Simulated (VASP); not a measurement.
Crystal: ZnS.

```
Zn S
1.0
     0.00000    2.77491    2.59578
     2.77491    0.00000    2.59578
     2.77491    2.77491    0.00000
Zn S
1 1
Cartesian
  0.0000 0.0000 0.0000
  1.3875 1.3875 1.2979
```

This cell differs from its parent crystal: epitaxial xy strain +3.0%.

Base run:

* Program: VASP 6.6.1
* Functional: r2SCAN
* Potentials or basis: VASP PAW PBE potentials, release 64 (Zn, S)
* Cutoff: 520 eV
* k mesh: 8 × 8 × 8
* Occupations: gaussian, width 0.01 eV
* Spin: no spin polarisation

Its results: band gap on the k mesh 2.46 eV; pressure -1.7 GPa.

Question: The run is repeated on the same cell with these changes: functional from r2SCAN to PBE; occupations from gaussian, width 0.01 eV to fermi-dirac, width 0.02 eV. What comes out?

Answer: Band gap on the k mesh 1.91 eV; pressure 0.7 GPa.

Caveats: the PAW data sets were made with another functional, which shifts forces and pressure a little (at least some runs).

